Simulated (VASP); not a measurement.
# Sn (Fddd) in VASP: further runs, part 2 of 2

VASP 6.6.1. Earlier steps stand in the parts before.

### 3 Single point, PBE (strain +0.0050 x Voigt [1, -1, 0, 0, 0, 0])

INCAR reads:

```
SYSTEM = Sn
ALGO = Fast
EDIFF = 1E-6
ENCUT = 520
GGA = PE
ISIF = 2
ISMEAR = 0
LASPH = .True.
LCHARG = .False.
LREAL = .False.
LWAVE = .False.
NBANDS = 21
NELM = 80
PREC = Accurate
SIGMA = 0.15
```

KPOINTS reads:

```
k-points
0
Gamma
  12 12 12
  0 0 0
```

POSCAR reads:

```
Sn
1.0
    0.0000000000      3.2293720000      3.2456000000
    3.2618280000      0.0000000000      3.2456000000
    3.2618280000      3.2293720000      0.0000000000
Sn
2
Direct
    0.5000000000      0.5000000000      0.5000000000
    0.7500000000      0.7500000000      0.7500000000
```

Potentials or basis: VASP PAW PBE potentials, release 64 (Sn_d).

Run with:

```bash
$ cat potpaw_PBE.64/Sn_d/POTCAR > POTCAR
$ mpirun -np 1 vasp_std > vasp.out
```

OUTCAR:

```text
SYSTEM = Sn
   EDIFF = 1E-6
   ENCUT = 520
   GGA = PE
   ISIF = 2
   ISMEAR = 0
   LASPH = .True.
   LREAL = .False.
   NELM = 80
   PREC = Accurate

 ion  position               nearest neighbor table
   1  0.500  0.500  0.500-   2 2.81   2 2.81   2 2.81   2 2.81
   2  0.750  0.750  0.750-   1 2.81   1 2.81   1 2.81   1 2.81

  LATTYP: Found a face centered orthorhombic cell.
 ALAT       =     6.4587440000
 B/A-ratio  =     1.0050251256
 C/A-ratio  =     1.0100502513

  Lattice vectors:

 A1 = (  -3.2618280000,   0.0000000000,  -3.2456000000)
 A2 = (  -3.2618280000,   3.2293720000,   0.0000000000)
 A3 = (   0.0000000000,   3.2293720000,  -3.2456000000)

Analysis of symmetry for initial positions (statically):
=====================================================================
 Subroutine PRICEL returns:
 Original cell was already a primitive cell.

 Routine SETGRP: Setting up the symmetry group for a
 face centered orthorhombic supercell.

 Subroutine GETGRP returns: Found  8 space group operations
 (whereof  4 operations were pure point group operations)
[... 164 lines left out ...]
  free energy    TOTEN  =        -7.64413280 eV

  energy without entropy =       -7.64225634  energy(sigma->0) =       -7.64319457

 E-fermi :   5.6605     XC(G=0):  -8.8729

 val. band max:        5.6244047844   @ k =   0.5000  -0.0000   0.0000
 cond. band min:       5.6681387918   @ k =   0.4167  -0.0000   0.0000
 fundamental gap:      0.0437340074
 Fermi energy:         5.6605470215

 k-point     1 :       0.0000    0.0000    0.0000
  band No.  band energies     occupation
      1     -16.0515      2.00000
      2     -16.0495      2.00000
      3     -16.0476      2.00000
      4     -15.9906      2.00000
      5     -15.9894      2.00000
      6     -15.6847      2.00000
[... 565 lines left out ...]
     20      13.4816      0.00000
     21      13.6869      0.00000

 [... further k-points ...]

------------------------ aborting loop because EDIFF is reached ----------------------------------------

  FORCE on cell =-STRESS in cart. coord.  units (eV):
  Direction    XX          YY          ZZ          XY          YZ          ZX
  --------------------------------------------------------------------------------------
  -------------------------------------------------------------------------------------
  Total        1.2779295      1.4014925      1.3410702      0.0000000      0.0000000      0.0000000
  in kB       29.9442431     32.8395521     31.4237481      0.0000000      0.0000000      0.0000000
  external PRESSURE =      31.4025144 kB  Pullay stress =       0.0000000 kB

 VOLUME and BASIS-vectors are now :
 -----------------------------------------------------------------------------
  energy-cutoff  :      520.00
  volume of cell :       68.38
      direct lattice vectors                 reciprocal lattice vectors
     0.000000000  3.229372000  3.245600000    -0.153288279  0.154828865  0.154054720
     3.261828000  0.000000000  3.245600000     0.153288279 -0.154828865  0.154054720
     3.261828000  3.229372000  0.000000000     0.153288279  0.154828865 -0.154054720

 POSITION                                       TOTAL-FORCE (eV/Angst)
 -----------------------------------------------------------------------------------
      3.26183      3.22937      3.24560        -0.000000     -0.000000     -0.000000
      4.89274      4.84406      4.86840         0.000000      0.000000      0.000000
 -----------------------------------------------------------------------------------
    total drift:                                0.000000      0.000000      0.000000

  FREE ENERGIE OF THE ION-ELECTRON SYSTEM (eV)
  ---------------------------------------------------
  free  energy   TOTEN  =        -7.6441327984 eV

  energy  without entropy=       -7.6422563372  energy(sigma->0) =       -7.64319457
```

OSZICAR:

```text
N       E                     dE             d eps       ncg     rms          rms(c)
DAV:   1     0.229030910729E+03    0.22903E+03   -0.14894E+04 11883   0.195E+03
DAV:   2     0.172600260120E+02   -0.21177E+03   -0.20729E+03 11820   0.447E+02
DAV:   3    -0.690362083867E+01   -0.24164E+02   -0.24025E+02 13805   0.140E+02
DAV:   4    -0.767846431067E+01   -0.77484E+00   -0.77456E+00 13390   0.283E+01
DAV:   5    -0.770485937525E+01   -0.26395E-01   -0.26395E-01 17288   0.507E+00    0.322E+00
RMM:   6    -0.766169332892E+01    0.43166E-01   -0.22218E-02 14536   0.181E+00    0.191E+00
RMM:   7    -0.764137438649E+01    0.20319E-01   -0.51744E-02 14907   0.231E+00    0.161E-01
RMM:   8    -0.764348349997E+01   -0.21091E-02   -0.88618E-03 14863   0.836E-01    0.554E-02
RMM:   9    -0.764403585147E+01   -0.55235E-03   -0.29275E-03 16533   0.542E-01    0.436E-02
RMM:  10    -0.764411893097E+01   -0.83080E-04   -0.80536E-04 16720   0.248E-01    0.130E-02
RMM:  11    -0.764413162317E+01   -0.12692E-04   -0.11011E-04 18775   0.834E-02    0.338E-03
RMM:  12    -0.764413277431E+01   -0.11511E-05   -0.13188E-05 16220   0.296E-02    0.140E-03
RMM:  13    -0.764413279839E+01   -0.24087E-07   -0.26599E-06 10249   0.137E-02
   1 F= -.76441328E+01 E0= -.76431946E+01  d E =-.187646E-02
```

stdout:

```text
POSCAR found type information on POSCAR Sn
 POSCAR found :  1 types and       2 ions
 scaLAPACK will be used
 LDA part: xc-table for (Slater+PW92), standard interpolation
 POSCAR, INCAR and KPOINTS ok, starting setup
 FFT: planning ... GRIDC
 FFT: planning ... GRID_SOFT
 FFT: planning ... GRID
 WAVECAR not read
 entering main loop
WARNING in EDDRMM: call to ZHEGV failed, returncode =   8  4     21
```

It took 9.8 min on 1 thread of Intel Xeon 8259CL, shared host; peak memory 0.44 GiB.

Results:

```yaml
Free_energy: -7.6441 eV
Pressure: 3.1 GPa
Band_gap_on_the_k_mesh: zero (bands 14 and 15 overlap by 0.10 eV)
```

Levels at points of the mesh, in eV from the Fermi level:
```
           k point  band 10  band 11  band 12  band 13  band 14  band 15  band 16  band 17  band 18  band 19
(0.00, 0.00, 0.00)   -21.33   -10.63    -0.67     0.03     0.06     0.09     2.11     2.13     2.15     4.99
(0.50, 0.00, 0.00)   -21.28    -9.00    -6.32    -1.17    -1.11    -0.04     3.19     3.23     5.62     8.49
(0.50, 0.50, 0.00)   -21.27    -7.53    -7.53    -2.49    -2.49     0.80     0.80     7.69     7.69     9.28
(0.50, 0.00, 0.50)   -21.27    -7.52    -7.52    -2.51    -2.51     0.77     0.77     7.70     7.70     9.30
(0.00, 0.50, 0.50)   -21.26    -7.55    -7.55    -2.46    -2.46     0.83     0.83     7.69     7.69     9.27
```

Caveat: the cell differs from its parent crystal (strain +0.0050 x Voigt [1, -1, 0, 0, 0, 0]); the cell stands under pressure; spin-orbit coupling is left out, which moves the levels of the heavy elements.

The gap in the log of VASP goes by the Fermi energy; the results here count the filled bands.